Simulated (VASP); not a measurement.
Set up this calculation in VASP 6.6.1, as the native input.

| Item | Value |
| --- | --- |
| Task | single point |
| Functional | PBE |
| Potentials or basis | VASP PAW PBE potentials, release 64 (Ti_sv, Co) |
| Cutoff | 520 eV |
| k mesh | 13 × 13 × 13 |
| Occupations | fermi-dirac, width 0.03 eV |
| Spin | collinear spin, ferromagnetic start |
| Starting moments | [1.0, 2.0] μB |
| Dipole correction | no |
| Further INCAR settings | ALGO = Normal; EDIFF = 1e-07; NBANDS = 22 |

The structure of TiCo lies in POSCAR:

```
TiCo
1.0
    2.9861109900      0.0000000000      0.0000000000
    0.0000000000      2.9861109900      0.0000000000
    0.0000000000      0.0000000000      2.9861109900
Ti Co
1 1
Direct
    0.0000000000      0.0000000000      0.0000000000
    0.5000000000      0.5000000000      0.5000000000
```

One way to write it, as run:

INCAR

```
SYSTEM = TiCo
ALGO = Normal ; EDIFF = 1E-7
ENCUT = 520 ; GGA = PE
ISIF = 2 ; ISMEAR = -1
ISPIN = 2 ; LASPH = .TRUE.
LCHARG = .FALSE. ; LMAXMIX = 4
LORBIT = 11 ; LREAL = .FALSE.
LWAVE = .FALSE. ; MAGMOM = 1 2
NBANDS = 22 ; NELM = 150
PREC = Accurate ; SIGMA = 0.03
```

KPOINTS

```
k-points
0
G
  13 13 13
  0 0 0
```

Potentials or basis: VASP PAW PBE potentials, release 64 (Ti_sv, Co).

The run is started by

```bash
$ cat potpaw_PBE.64/Ti_sv/POTCAR potpaw_PBE.64/Co/POTCAR > POTCAR
$ mpirun -np 1 vasp_std > vasp.out
```

Results of the run:

```yaml
Pressure: -0.5 GPa
Net_moment: 0.88 μB per cell
Site_moments: Ti -0.03; Co +0.96 μB
Valence_electrons_inside_the_program's_atomic_spheres: Ti 10.29; Co 8.29
```

Run time: 2.1 min on 1 thread of AMD EPYC 7R13 Processor (Zen 3) (shared host), peak memory 0.17 GiB.
